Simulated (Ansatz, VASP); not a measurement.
# One calculation of ZrP3, two programs

```
CELL_PARAMETERS angstrom
0.00000 3.97611 0.00000
3.97611 0.00000 0.00000
1.98805 1.98805 -4.37012
ATOMIC_POSITIONS crystal
Zr 0.00000 0.00000 0.00000
P 0.50000 0.50000 0.00000
P 0.75000 0.25000 0.50000
P 0.25000 0.75000 0.50000
```

Alike in both runs: task relaxation of cell and atoms; functional r2SCAN; k mesh 5 × 5 × 5; occupations gaussian, width 0.1008 eV; no spin polarisation.

|  | VASP | Ansatz |
| --- | --- | --- |
| version | VASP 6.6.1 | Ansatz 0.2.0 |
| potentials or method | VASP PAW PBE potentials, release 64 (Zr_sv, P), cutoff 600 eV | PAW plane waves |
| valence electrons in the cell | 27 | 27 |

VASP gave:

```
gap on the k mesh at the Fermi level, each at its own relaxed structure (eV) : none
relaxed volume (Å³/atom)                                                     : 16.26
relaxed cell length with the largest relative difference (Å)                 : 5.427
```

Task: Estimate Ansatz's values.

Result: gap on the k mesh at the Fermi level, each at its own relaxed structure (eV): none; relaxed volume (Å³/atom): 16.29; relaxed cell length with the largest relative difference (Å): 5.430.

VASP's potentials were made for PBE, not for r2SCAN. A gap of «none» marks a metal or a gap that the smearing closes.
